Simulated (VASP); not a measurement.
CdS: single point with PBE0

Crystal: CdS.

```
CELL_PARAMETERS angstrom
4.15000 0.00000 0.00000
-2.07500 3.59401 0.00000
0.00000 0.00000 6.73700
ATOMIC_POSITIONS crystal
Cd 0.33333 0.66667 0.00000
Cd 0.66667 0.33333 0.50000
S 0.33333 0.66667 0.37500
S 0.66667 0.33333 0.87500
```

- Program: VASP 6.6.1
- Task: single point
- Functional: PBE0
- Potentials or basis: VASP PAW PBE potentials, release 64 (Cd, S)
- Cutoff: 400 eV
- k mesh: 6 × 6 × 2
- Occupations: gaussian, width 0.01 eV
- Spin: no spin polarisation
- Dipole correction: no
- Grid for exact exchange (PRECFOCK): Normal
- Further INCAR settings: ALGO = Normal; EDIFF = 1e-06; NBANDS = 26
- Share of exact exchange: 0.25

The pressure is 0.6 GPa, the largest force is 0.071 eV/Å and the band gap on the k mesh is 2.88 eV.

Forces on the atoms (eV/Å):
```
Cd   0.000  0.000 -0.071
Cd   0.000  0.000 -0.071
S    0.000  0.000  0.071
S    0.000  0.000  0.071
```

Stress tensor (GPa, compression positive):
```
0.36 0.00 0.00
0.00 0.36 0.00
0.00 0.00 0.94
```

Levels at points of the mesh, in eV from the valence-band top:
```
           k point  band 15  band 16  band 17  band 18  band 19  band 20  band 21  band 22
(0.00, 0.00, 0.00)    -0.83    -0.07     0.00     0.00     2.88     4.57     8.35     8.35
(0.50, 0.00, 0.00)    -2.85    -2.01    -1.41    -0.80     5.55     5.62     6.79     8.40
(0.00, 0.00, 0.50)    -0.43    -0.43    -0.43    -0.43     4.61     4.61     8.06     8.06
(0.50, 0.00, 0.50)    -1.44    -1.44    -1.43    -1.43     5.21     5.21     7.22     7.22
```

Wall time 100 min on 1 thread of Intel Xeon 8259CL, on a shared host, peak memory 0.23 GiB.

Caveat: the k points lie up to 0.47 Å⁻¹ apart; the PAW data sets were made with another functional, which shifts forces and pressure a little.
